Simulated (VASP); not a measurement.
**Cu: single point with LDA**

Crystal: Cu.

```
CELL_PARAMETERS angstrom
0.00000 1.68545 1.68545
1.68545 0.00000 1.68545
1.68545 1.68545 0.00000
ATOMIC_POSITIONS crystal
Cu 0.00000 0.00000 0.00000
```

This cell differs from its parent crystal: volume scaled by 0.88.

```yaml
Program: VASP 6.6.1
Task: single point
Functional: LDA
Potentials_or_basis: VASP PAW LDA potentials, release 64 (Cu)
Cutoff: 520 eV
k_mesh: 25 × 25 × 25
Occupations: fermi-dirac, width 0.1 eV
Spin: no spin polarisation
Dipole_correction: no
Further_INCAR_settings: ALGO = Normal; EDIFF = 1e-06; NBANDS = 12
```

```yaml
Pressure: 34.3 GPa
```

Levels at points of the mesh, in eV from the Fermi level:
| k point | band 2 | band 3 | band 4 | band 5 | band 6 | band 7 | band 8 | band 9 | band 10 | band 11 |
| --- | --- | --- | --- | --- | --- | --- | --- | --- | --- | --- |
| (0.00, 0.00, 0.00) | -3.90 | -3.90 | -3.90 | -2.74 | -2.74 | 24.21 | 28.41 | 28.41 | 28.41 | 31.31 |

Wall time 76 s on 1 thread of Intel Xeon 8259CL, on a shared host, peak memory 0.16 GiB.
